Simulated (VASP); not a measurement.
KTaO3:

```xyz
5
Lattice="4.6042 0.0000 0.0000 0.0000 4.6042 0.0000 0.0000 0.0000 2.9927" Properties=species:S:1:pos:R:3 pbc="T T T"
K     2.3021    2.3021    1.4964
Ta    0.0000    0.0000    0.0000
O     2.3021    0.0000    0.0000
O     0.0000    2.3021    0.0000
O     0.0000    0.0000    1.4964
```

This cell differs from its parent crystal: ratio of the length along z to the lengths across it x 0.65, volume and fractional coordinates fixed.

Base run:

| Property | Result |
| --- | --- |
| Program | VASP 6.6.1 |
| Functional | r2SCAN |
| Potentials or basis | VASP PAW PBE potentials, release 64 (K_sv, Ta_sv_GW, O) |
| Cutoff | 660 eV |
| k mesh | 6 × 6 × 6 |
| Occupations | gaussian, width 0.05 eV |
| Spin | no spin polarisation |

Its results: band gap on the k mesh zero (band 20 reaches 5.26 eV, above the bottom of band 21 at 4.78 eV); pressure 82.2 GPa.

Question: The run is repeated on the same cell with these changes: potentials or basis from VASP PAW PBE potentials, release 64 (K_sv, Ta_sv_GW, O) to VASP PAW PBE potentials, release 64 (K_sv, Ta_pv, O); cutoff from 660 eV to 520 eV; further incar settings from ALGO = Normal; EDIFF = 1e-06; NBANDS = 28 to ALGO = Normal; EDIFF = 1e-06; NBANDS = 27; valence electrons from 40 to 38. What comes out?

Answer: Band gap on the k mesh zero (band 19 reaches 3.81 eV, above the bottom of band 20 at 3.33 eV); pressure 88.4 GPa.

Caveats: the PAW data sets were made with another functional, which shifts forces and pressure a little; spin-orbit coupling is left out, which moves the levels of the heavy elements.
